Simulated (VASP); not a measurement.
A run of VASP 6.6.1:

File INCAR:

```
  PREC = Accurate
  ENCUT = 520
  EDIFF = 1E-6
  ISMEAR = 0
  SIGMA = 0.01
  LREAL = Auto
  LASPH = T
  NELM = 100
  ALGO = Normal
  ISIF = 2
  LWAVE = F
  LCHARG = F
  GGA = PE
  NBANDS = 354
```

The input KPOINTS:

```
Automatic mesh
0
Gamma
  1 1 1
```

File POSCAR:

```
WS2
1.0
    6.3754946469     -7.3617871012      7.4744493329
    6.3754946469      7.3617871012     -7.4744493329
   -6.3754946469      9.2022338765      7.4744493329
W S
24 48
Direct
    0.0010161738      0.9998870918      0.0009032656
    0.8760161738      0.0415537585      0.1675699323
    0.2510161738      0.2498870918      0.0009032656
    0.7510161738      0.0832204251      0.3342365989
    0.1260161738      0.2915537585      0.1675699323
    0.6260161738      0.1248870918      0.5009032656
    0.0010161738      0.3332204251      0.3342365989
    0.5010161738      0.1665537585      0.6675699323
    0.3760161738      0.2082204251      0.8342365989
    0.5010161738      0.4998870918      0.0009032656
    0.3760161738      0.5415537585      0.1675699323
    0.8760161738      0.3748870918      0.5009032656
    0.2510161738      0.5832204251      0.3342365989
    0.7510161738      0.4165537585      0.6675699323
    0.1260161738      0.6248870918      0.5009032656
    0.6260161738      0.4582204251      0.8342365989
    0.0010161738      0.6665537585      0.6675699323
    0.7510161738      0.7498870918      0.0009032656
    0.6260161738      0.7915537585      0.1675699323
    0.5010161738      0.8332204251      0.3342365989
    0.3760161738      0.8748870918      0.5009032656
    0.8760161738      0.7082204251      0.8342365989
    0.2510161738      0.9165537585      0.6675699323
    0.1260161738      0.9582204251      0.8342365989
    0.6061114060      0.9326542882      0.5387656943
    0.4811114060      0.9743209549      0.7054323609
    0.8561114060      0.1826542882      0.5387656943
    0.3561114061      0.0159876216      0.8720990276
    0.7311114060      0.2243209549      0.7054323609
    0.2311114061      0.0576542882      0.0387656943
    0.6061114060      0.2659876216      0.8720990276
    0.1061114061      0.0993209549      0.2054323609
    0.9811114060      0.1409876216      0.3720990276
    0.1061114061      0.4326542882      0.5387656943
    0.9811114060      0.4743209549      0.7054323609
    0.4811114061      0.3076542882      0.0387656943
    0.8561114060      0.5159876216      0.8720990276
    0.3561114061      0.3493209549      0.2054323609
    0.7311114060      0.5576542882      0.0387656943
    0.2311114060      0.3909876215      0.3720990276
    0.6061114060      0.5993209549      0.2054323609
    0.3561114060      0.6826542882      0.5387656943
    0.2311114061      0.7243209549      0.7054323609
    0.1061114061      0.7659876216      0.8720990276
    0.9811114060      0.8076542882      0.0387656943
    0.4811114060      0.6409876216      0.3720990276
    0.8561114060      0.8493209549      0.2054323609
    0.7311114060      0.8909876216      0.3720990276
    0.3959224202      0.9560086200      0.3519310401
    0.2709224202      0.9976752866      0.5185977068
    0.6459224202      0.2060086200      0.3519310401
    0.1459224202      0.0393419533      0.6852643735
    0.5209224202      0.2476752866      0.5185977068
    0.0209224202      0.0810086200      0.8519310401
    0.3959224202      0.2893419533      0.6852643735
    0.8959224202      0.1226752866      0.0185977068
    0.7709224202      0.1643419533      0.1852643735
    0.8959224202      0.4560086200      0.3519310401
    0.7709224202      0.4976752866      0.5185977068
    0.2709224202      0.3310086200      0.8519310401
    0.6459224202      0.5393419533      0.6852643735
    0.1459224202      0.3726752866      0.0185977068
    0.5209224202      0.5810086200      0.8519310401
    0.0209224202      0.4143419533      0.1852643735
    0.3959224202      0.6226752866      0.0185977068
    0.1459224202      0.7060086200      0.3519310401
    0.0209224202      0.7476752866      0.5185977068
    0.8959224202      0.7893419533      0.6852643735
    0.7709224202      0.8310086200      0.8519310401
    0.2709224202      0.6643419533      0.1852643735
    0.6459224202      0.8726752866      0.0185977068
    0.5209224202      0.9143419533      0.1852643735
```

Potentials or basis: VASP PAW PBE potentials, release 64 (W_sv, S).

Launch:

```sh
$ cat potpaw_PBE.64/W_sv/POTCAR potpaw_PBE.64/S/POTCAR > POTCAR
$ mpirun -np 1 vasp_gam > vasp.out
```

Hardware: 1 thread of Oxide Virtual Turin-like Processor, on a shared host.

Question: How long does it take, and how much memory?

Answer: Wall time 32 min on 1 thread of Oxide Virtual Turin-like Processor, with other jobs on the host, peak memory 1.6 GiB. Counts: scf iterations 17, k points 1.
